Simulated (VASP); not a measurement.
Crystal: SnSe.

```
CELL_PARAMETERS angstrom
4.50578 0.00000 0.00000
0.00000 4.50578 0.00000
0.00000 0.00000 5.69345
ATOMIC_POSITIONS crystal
Sn 0.00000 0.50000 0.23510
Sn 0.50000 0.00000 0.76490
Se 0.00000 0.00000 0.00000
Se 0.50000 0.50000 0.00000
```

* Program: VASP 6.6.1
* Task: relaxation of cell and atoms
* Functional: PBE
* Potentials or basis: VASP PAW PBE potentials, release 64 (Sn_d, Se)
* Cutoff: 600 eV
* k mesh: 4 × 4 × 4
* Occupations: gaussian, width 0.1 eV
* Spin: no spin polarisation

At the start: pressure 16.3 GPa; volume 28.90 Å³/atom.

Where does the relaxation end?

Over 31 steps the energy falls by 426.3 meV/atom and the volume is 30.46 Å³/atom (+5.4 %); space group P4/nmm (No. 129, to 0.05 Å).

The path:
| step | energy change (eV) | largest force (eV/Å) | pressure (GPa) | volume (Å³) |
| --- | --- | --- | --- | --- |
| 1 | 0.0000 | 2.7403 | 16.30 | 115.59 |
| 2 | -0.9371 | 1.4501 | -4.69 | 171.67 |
| 3 | -1.4921 | 0.3220 | -0.13 | 145.09 |
| 4 | -1.4920 | 0.2817 | 0.05 | 144.46 |
| 5 | -1.5254 | 0.1954 | 0.07 | 144.37 |
| 6 | -1.5921 | 0.0432 | -0.02 | 143.81 |
| 7 | -1.6116 | 0.1321 | -0.68 | 141.34 |
| 8 | -1.6221 | 0.0626 | -0.41 | 142.58 |
| 9 | -1.6260 | 0.2073 | 0.33 | 138.62 |
| 10 | -1.6264 | 0.1730 | 0.15 | 139.53 |
| 11 | -1.6319 | 0.1808 | 0.15 | 138.19 |
| 12 | -1.6483 | 0.2074 | 0.20 | 134.16 |
| 13 | -1.6736 | 0.2715 | 0.49 | 126.01 |
| 14 | -1.5741 | 0.3793 | 2.78 | 109.44 |
| 15 | -1.6661 | 0.3454 | 0.88 | 123.64 |
| 16 | -1.6647 | 0.3650 | 1.12 | 120.66 |
| 17 | -1.6684 | 0.3408 | 0.99 | 120.40 |
| 18 | -1.6749 | 0.2713 | 0.63 | 119.61 |
| 19 | -1.6690 | 0.1467 | 0.04 | 117.96 |
| 20 | -1.6754 | 0.2358 | 0.44 | 119.13 |
| 21 | -1.6781 | 0.2229 | 0.36 | 119.51 |
| 22 | -1.6850 | 0.1852 | 0.11 | 120.64 |
| 23 | -1.6926 | 0.1068 | -0.35 | 122.90 |
| 24 | -1.6935 | 0.0681 | -0.56 | 123.99 |
| 25 | -1.6988 | 0.0842 | -0.30 | 123.61 |
| 26 | -1.7012 | 0.1025 | -0.01 | 123.18 |
| 27 | -1.7012 | 0.1063 | 0.05 | 123.09 |
| 28 | -1.7021 | 0.0869 | -0.02 | 123.18 |
| 29 | -1.7034 | 0.0277 | -0.23 | 123.44 |
| 30 | -1.7042 | 0.0311 | -0.15 | 122.96 |
| 31 | -1.7051 | 0.0383 | 0.07 | 121.83 |

Final structure:
```
Sn Se
1.0
     5.14543    0.00000    0.00000
     0.00000    5.14543    0.00000
     0.00000    0.00000    4.60181
Sn Se
2 2
Direct
  0.00000 0.50000 0.27902
  0.50000 0.00000 0.72098
  0.00000 0.00000 0.00000
  0.50000 0.50000 0.00000
```
